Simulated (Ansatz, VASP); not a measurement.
# C: VASP beside Ansatz

```
CELL_PARAMETERS angstrom
0.00000 1.76580 1.76580
1.76580 0.00000 1.76580
1.76580 1.76580 0.00000
ATOMIC_POSITIONS crystal
C 0.00000 0.00000 0.00000
C 0.25000 0.25000 0.25000
```

Alike in both runs: functional LDA; k mesh 10 × 10 × 10; occupations gaussian, width 0.1 eV; no spin polarisation.

Ansatz relaxed the structure, and its values are those at the end. VASP's run is a single point on that final structure, the one shown.

```csv
,VASP,Ansatz
version,VASP 6.6.1,Ansatz 0.2.0
potentials or method,"VASP PAW LDA potentials, release 64 (C_h), cutoff 1300 eV","scalar-relativistic, plane waves, PAW"
valence electrons in the cell,8,8
```

```tsv
	VASP	Ansatz	Ansatz less VASP
gap on the k mesh at the Fermi level (eV)	4.21	4.21	+0.005
least direct gap on the mesh (eV)	5.63	5.62	-0.004
pressure (GPa)	1.0	-0.1	-1.03
```

Ansatz warns that its potentials were made for another functional, while VASP's fit it. LDA's correlation is that of Perdew and Zunger in VASP and of Perdew and Wang (1992) in Ansatz.
